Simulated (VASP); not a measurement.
# KI: relaxation of cell and atoms with PBE

Crystal: KI.

```
K I
1.0
     4.71174    0.00000    0.00000
    -2.35587    4.08048    0.00000
     0.00000    0.00000    7.75229
K I
2 2
Direct
  0.33333 0.66667 0.00000
  0.66667 0.33333 0.50000
  0.33333 0.66667 0.37313
  0.66667 0.33333 0.87313
```

```yaml
Program: VASP 6.6.1
Task: relaxation of cell and atoms
Functional: PBE
Potentials_or_basis: VASP PAW PBE potentials, release 64 (K_sv, I)
Cutoff: 600 eV
k_mesh: 6 × 6 × 2
Occupations: gaussian, width 0.1 eV
Spin: no spin polarisation
Dipole_correction: no
Further_INCAR_settings: ALGO = Normal; EDIFF = 1e-06; IBRION = 2; EDIFFG = -0.04; NSW = 90; ISIF = 3
```

```json
{
 "Relaxed volume": "63.54 Å³/atom",
 "Relaxed cell": "a = 5.633 Å, b = 5.633 Å, c = 9.250 Å, α = 90.00°, β = 90.00°, γ = 120.00°",
 "Space group after relaxing (to 0.1 Å)": "P6_3mc (No. 186)",
 "Energy gained by relaxing": "670.6 meV/atom",
 "Ionic steps": "6",
 "Pressure after relaxing": "0.0 GPa",
 "Largest force after relaxing": "0.020 eV/Å",
 "Band gap on the k mesh": "3.91 eV"
}
```

Forces on the atoms (eV/Å):
```
K    0.000  0.000 -0.020
K    0.000  0.000 -0.020
I    0.000  0.000  0.020
I    0.000  0.000  0.020
```

Stress tensor (GPa, compression positive):
```
 0.07  0.00  0.00
 0.00  0.07  0.00
 0.00  0.00 -0.03
```

Step by step:
| step | energy change (eV) | largest force (eV/Å) | pressure (GPa) | volume (Å³) |
| --- | --- | --- | --- | --- |
| 1 | 0.0000 | 0.0024 | 13.26 | 149.05 |
| 2 | -2.5866 | 0.0197 | 1.17 | 225.97 |
| 3 | -2.6582 | 0.0204 | 0.53 | 239.79 |
| 4 | -2.6676 | 0.0198 | -0.33 | 269.12 |
| 5 | -2.6823 | 0.0200 | -0.03 | 256.69 |
| 6 | -2.6823 | 0.0199 | 0.04 | 254.15 |

Final structure:
```cif
data_structure
_symmetry_space_group_name_H-M 'P 1'
_symmetry_Int_Tables_number 1
_cell_length_a 5.6327
_cell_length_b 5.6327
_cell_length_c 9.2495
_cell_angle_alpha 90.000
_cell_angle_beta 90.000
_cell_angle_gamma 120.000
_cell_volume 254.15
loop_
_atom_site_label
_atom_site_type_symbol
_atom_site_fract_x
_atom_site_fract_y
_atom_site_fract_z
_atom_site_occupancy
K1 K 0.33333 0.66667 0.00002 1
K2 K 0.66667 0.33333 0.50002 1
I1 I 0.33333 0.66667 0.37312 1
I2 I 0.66667 0.33333 0.87312 1
```

Levels at points of the mesh, in eV from the valence-band top:
```
           k point  band 13  band 14  band 15  band 16  band 17  band 18  band 19  band 20
(0.00, 0.00, 0.00)    -0.01    -0.01     0.00     0.00     3.91     5.60     6.53     6.90
(0.50, 0.00, 0.00)    -0.20    -0.07    -0.06    -0.01     5.57     5.75     5.81     6.30
(0.00, 0.00, 0.50)    -0.01    -0.01    -0.01    -0.01     4.70     4.70     7.30     7.30
(0.50, 0.00, 0.50)    -0.06    -0.06    -0.04    -0.04     5.54     5.54     6.52     6.52
```

Wall time 5.4 min on 1 thread of Oxide Virtual Turin-like Processor, with other jobs on the host, peak memory 0.3 GiB.

Caveat: the volume moved by over 15 % at a fixed basis, so the end points are rough; spin-orbit coupling is left out, which moves the levels of the heavy elements. A k mesh can miss the band edges.
